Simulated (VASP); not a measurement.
Wanted: the native input for a VASP 6.6.1 run.

```
Task                   : relaxation of cell and atoms
Functional             : PBEsol
Potentials or basis    : VASP PAW PBE potentials, release 64 (Hf_pv)
Cutoff                 : 600 eV
k mesh                 : 15 × 15 × 8
Occupations            : gaussian, width 0.1 eV
Spin                   : no spin polarisation
Dipole correction      : no
Further INCAR settings : ALGO = Fast; EDIFF = 1e-07; IBRION = 2; EDIFFG = -0.005; NSW = 100; ISIF = 3
```

The structure of Hf lies in POSCAR:

```
Hf
1.0
    3.1967000000      0.0000000000      0.0000000000
   -1.5983500000      2.7684234083      0.0000000000
    0.0000000000      0.0000000000      5.0578000000
Hf
2
Direct
    0.3333333333      0.6666666667      0.2500000000
    0.6666666667      0.3333333333      0.7500000000
```

The input as run:

INCAR

```
PREC = Accurate
ENCUT = 600
EDIFF = 1E-7
ISMEAR = 0
SIGMA = 0.1
LREAL = False
LASPH = True
NELM = 100
ALGO = Fast
ISIF = 3
LWAVE = False
LCHARG = False
GGA = PS
IBRION = 2
NSW = 100
EDIFFG = -0.005
```

KPOINTS

```
regular mesh
0
Gamma
  15 15 8
```

Potentials or basis: VASP PAW PBE potentials, release 64 (Hf_pv).

Command:

```bash
$ cat potpaw_PBE.64/Hf_pv/POTCAR > POTCAR
$ mpirun -np 1 vasp_std > vasp.out
```

Results of the run:

```yaml
Relaxed_volume: 21.54 Å³/atom
Relaxed_cell: a = 3.158 Å, b = 3.158 Å, c = 4.988 Å, α = 90.00°, β = 90.00°, γ = 120.00°
Space_group_after_relaxing_to_0.05_Å: P6_3/mmc (No. 194)
Energy_gained_by_relaxing: 11.2 meV/atom
Ionic_steps: 7
Pressure_after_relaxing: 0.0 GPa
Band_gap_on_the_k_mesh: zero (band 10 reaches 6.20 eV, above the bottom of band 11 at 4.58 eV)
```

Caveat: the PAW data sets were made with another functional, which shifts forces and pressure a little; spin-orbit coupling is left out, which moves the levels of the heavy elements.

Run time: 5.2 min on 1 thread of AMD EPYC 7R13 Processor (Zen 3), with other jobs on the host, peak memory 0.23 GiB.
